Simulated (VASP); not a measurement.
# Tl3Ge2H (P6/mmm) in VASP: notebook, part 2 of 2

VASP 6.6.1. Earlier steps stand in the parts before.

**3. Single point, PBE**

This run uses another cell than the first one, of 34.98 Å³/atom, 1.196 times its volume.

File INCAR:

```
PREC = Accurate
ENCUT = 520
EDIFF = 1E-6
ISMEAR = 0
SIGMA = 0.1
LREAL = False
LASPH = True
NELM = 100
ALGO = Normal
ISIF = 2
LWAVE = False
LCHARG = True
GGA = PE
LELF = True
LVHAR = True
NBANDS = 43
```

File KPOINTS:

```
regular mesh
0
Gamma
  3 3 4
```

File POSCAR:

```
Tl3Ge2H
1.0
    6.3727436826     -0.0000000030      0.0000000000
   -3.1863718387      5.5189579224      0.0000000000
    0.0000000000      0.0000000000      5.9681390499
Tl Ge H
3 2 1
Direct
    0.5000000000      0.0000000000      0.0000000000
    0.0000000000      0.5000000000      0.0000000000
    0.5000000000      0.5000000000      0.0000000000
    0.0000000000      0.0000000000      0.2861383964
    0.0000000000      0.0000000000      0.7138616036
    0.0000000000      0.0000000000      0.0000000000
```

Potentials or basis: VASP PAW PBE potentials, release 64 (Tl_d, Ge_d, H).

Run with:

```console
> cat potpaw_PBE.64/Tl_d/POTCAR potpaw_PBE.64/Ge_d/POTCAR potpaw_PBE.64/H/POTCAR > POTCAR
> mpirun -np 1 vasp_std > vasp.out
```

OUTCAR:

```text
PREC = Accurate
   ENCUT = 520
   EDIFF = 1E-6
   ISMEAR = 0
   LREAL = False
   LASPH = True
   NELM = 100
   ISIF = 2
   GGA = PE

 ion  position               nearest neighbor table
   1  0.500  0.000  0.000-   3 3.19   3 3.19   2 3.19   2 3.19
   2  0.000  0.500  0.000-   1 3.19   1 3.19   3 3.19   3 3.19
   3  0.500  0.500  0.000-   1 3.19   1 3.19   2 3.19   2 3.19
   4  0.000  0.000  0.286-   6 1.71   5 2.55
   5  0.000  0.000  0.714-   6 1.71   4 2.55
   6  0.000  0.000  0.000-   4 1.71   5 1.71

  LATTYP: Found a hexagonal cell.
 ALAT       =     6.3727436826
 C/A-ratio  =     0.9365101355

  Lattice vectors:

 A1 = (   6.3727436826,  -0.0000000030,   0.0000000000)
 A2 = (  -3.1863718387,   5.5189579224,   0.0000000000)
 A3 = (   0.0000000000,   0.0000000000,   5.9681390499)

Analysis of symmetry for initial positions (statically):
=====================================================================
 Subroutine PRICEL returns:
 Original cell was already a primitive cell.

 Routine SETGRP: Setting up the symmetry group for a
 hexagonal supercell.

 Subroutine GETGRP returns: Found 24 space group operations
 (whereof 24 operations were pure point group operations)
 out of a pool of 24 trial point group operations.

The static configuration has the point symmetry D_6h.

Analysis of symmetry for dynamics (positions and initial velocities):
=====================================================================
 Subroutine PRICEL returns:
 Original cell was already a primitive cell.

 Routine SETGRP: Setting up the symmetry group for a
 hexagonal supercell.

 Subroutine GETGRP returns: Found 24 space group operations
 (whereof 24 operations were pure point group operations)
 out of a pool of 24 trial point group operations.

The dynamic configuration has the point symmetry D_6h.

[... 108 lines left out ...]
   IMIX   =      4    mixing-type and parameters
     AMIX     =   0.40;   BMIX     =  1.00
     AMIX_MAG =   1.60;   BMIX_MAG =  1.00
  volume/ion in A,a.u.               =      34.98       236.08
  Fermi-wavevector in a.u.,A,eV,Ry     =   1.124355  2.124724 17.200149  1.264175
  Thomas-Fermi vector in A             =   2.261027
   LORBIT       =      0    0 simple, 1 ext, 2 COOP (PROOUT), +10 PAW based schemes
   GGA     = PE    functional components
   LHFCALC =     F    Hartree Fock is set to
   AEXX    =    0.0000 exact exchange contribution
   IVDW    =     0    specifies the selected vdW correction
   LEPSILON=     F    determine dielectric tensor
   LRPA    =     F    only Hartree local field effects (RPA)
 non-spin polarized calculation
 Gauss-broadening in eV      SIGMA  =   0.10
  energy-cutoff  :      520.00
  volume of cell :      209.90
 maximum number of plane-waves:      5698
 NGX is ok and might be reduce to    48
   NGX = 23   NGY = 23   NGZ = 23

 number of electron      68.0000036 magnetization

 Free energy of the ion-electron system (eV)
  ---------------------------------------------------
  ext. energy  EPLUGINS =         0.00000000
  ---------------------------------------------------
  free energy    TOTEN  =       -15.69917186 eV

  energy without entropy =      -15.67850645  energy(sigma->0) =      -15.68883915

 E-fermi :   2.2370     XC(G=0):  -7.7833

 val. band max:        2.2193220111   @ k =   0.3333  -0.0000   0.0000
 cond. band min:       2.2780048506   @ k =   0.3333  -0.0000   0.5000
 fundamental gap:      0.0586828395
 Fermi energy:         2.2369566155

 k-point     1 :       0.0000    0.0000    0.0000
  band No.  band energies     occupation
      1     -22.3049      2.00000
      2     -22.1975      2.00000
      3     -22.1975      2.00000
      4     -22.1655      2.00000
      5     -22.1655      2.00000
      6     -22.1578      2.00000
[... 403 lines left out ...]
     42       5.2814      0.00000
     43       7.7313      0.00000

------------------------ aborting loop because EDIFF is reached ----------------------------------------

  FORCE on cell =-STRESS in cart. coord.  units (eV):
  Direction    XX          YY          ZZ          XY          YZ          ZX
  --------------------------------------------------------------------------------------
  -------------------------------------------------------------------------------------
  Total        0.0467024      0.0467024     -0.1767079      0.0000000     -0.0000000      0.0000000
  in kB        0.3564737      0.3564737     -1.3487892      0.0000000     -0.0000000      0.0000000
  external PRESSURE =      -0.2119473 kB  Pullay stress =       0.0000000 kB

 VOLUME and BASIS-vectors are now :
 -----------------------------------------------------------------------------
  energy-cutoff  :      520.00
  volume of cell :      209.90
      direct lattice vectors                 reciprocal lattice vectors
     6.372743683 -0.000000003  0.000000000     0.156918284  0.090596813  0.000000000
    -3.186371839  5.518957922  0.000000000     0.000000000  0.181193626  0.000000000
     0.000000000  0.000000000  5.968139050     0.000000000  0.000000000  0.167556418

 POSITION                                       TOTAL-FORCE (eV/Angst)
 -----------------------------------------------------------------------------------
      3.18637     -0.00000      0.00000        -0.000000      0.000000      0.000000
     -1.59319      2.75948      0.00000        -0.000000      0.000000      0.000000
      1.59319      2.75948      0.00000        -0.000000      0.000000      0.000000
      0.00000      0.00000      1.70771        -0.000000     -0.000000     -0.018557
      0.00000      0.00000      4.26043         0.000000      0.000000      0.018557
      0.00000      0.00000      0.00000        -0.000000      0.000000      0.000000
 -----------------------------------------------------------------------------------
    total drift:                               -0.000000      0.000000      0.000000

  FREE ENERGIE OF THE ION-ELECTRON SYSTEM (eV)
  ---------------------------------------------------
  free  energy   TOTEN  =       -15.6991718562 eV

  energy  without entropy=      -15.6785064533  energy(sigma->0) =      -15.68883915
```

OSZICAR:

```text
N       E                     dE             d eps       ncg     rms          rms(c)
DAV:   1     0.586537614484E+03    0.58654E+03   -0.32894E+04  1009   0.254E+03
DAV:   2     0.701288817877E+02   -0.51641E+03   -0.49988E+03   782   0.784E+02
DAV:   3    -0.116893603091E+02   -0.81818E+02   -0.80656E+02   872   0.160E+02
DAV:   4    -0.164274691294E+02   -0.47381E+01   -0.47229E+01   846   0.448E+01
DAV:   5    -0.165593787585E+02   -0.13191E+00   -0.13189E+00   933   0.721E+00    0.457E+00
DAV:   6    -0.157645284614E+02    0.79485E+00   -0.14424E+00   902   0.500E+00    0.275E+00
DAV:   7    -0.156928950770E+02    0.71633E-01   -0.55912E-01   844   0.288E+00    0.137E+00
DAV:   8    -0.156990358343E+02   -0.61408E-02   -0.85345E-02   860   0.118E+00    0.484E-01
DAV:   9    -0.157000151335E+02   -0.97930E-03   -0.31229E-02   844   0.721E-01    0.260E-01
DAV:  10    -0.156980841752E+02    0.19310E-02   -0.70053E-03   856   0.343E-01    0.689E-02
DAV:  11    -0.156990649215E+02   -0.98075E-03   -0.21490E-03   886   0.137E-01    0.529E-02
DAV:  12    -0.156990718601E+02   -0.69386E-05   -0.37963E-04   834   0.711E-02    0.157E-02
DAV:  13    -0.156991686317E+02   -0.96772E-04   -0.18514E-04   802   0.347E-02    0.505E-03
DAV:  14    -0.156991701519E+02   -0.15202E-05   -0.52126E-06   661   0.830E-03    0.281E-03
DAV:  15    -0.156991717337E+02   -0.15818E-05   -0.34130E-06   581   0.560E-03    0.102E-03
DAV:  16    -0.156991718562E+02   -0.12256E-06   -0.30511E-07   538   0.246E-03
   1 F= -.15699172E+02 E0= -.15688839E+02  d E =-.206654E-01
```

Run time: 99 s. Hardware: 1 thread of AMD EPYC 7R43 (Zen 3), shared host; peak memory 0.32 GiB.

Results:

```
Free energy            : -15.6992 eV
Pressure               : 0.0 GPa
Largest force          : 0.019 eV/Å
Band gap on the k mesh : zero (band 34 reaches 2.47 eV, above the bottom of band 35 at 1.66 eV)
```

Forces in eV/Å, atoms in the order of the input:
```
Tl   0.000  0.000  0.000
Tl   0.000  0.000  0.000
Tl   0.000  0.000  0.000
Ge   0.000  0.000 -0.019
Ge   0.000  0.000  0.019
H    0.000  0.000  0.000
```

Stress tensor (GPa, compression positive):
```
 0.04  0.00  0.00
 0.00  0.04  0.00
 0.00  0.00 -0.13
```

Levels at points of the mesh, in eV from the Fermi level:
```csv
k point,band 31,band 32,band 33,band 34,band 35,band 36,band 37,band 38
"(0.00, 0.00, 0.00)",-3.91,-2.14,-2.14,-1.82,0.72,1.81,1.81,2.53
"(0.00, 0.00, 0.50)",-1.78,-1.61,-1.61,-0.60,-0.57,-0.19,-0.19,0.55
```

Caveat: the k points lie up to 0.38 Å⁻¹ apart; spin-orbit coupling is left out, which moves the levels of the heavy elements.
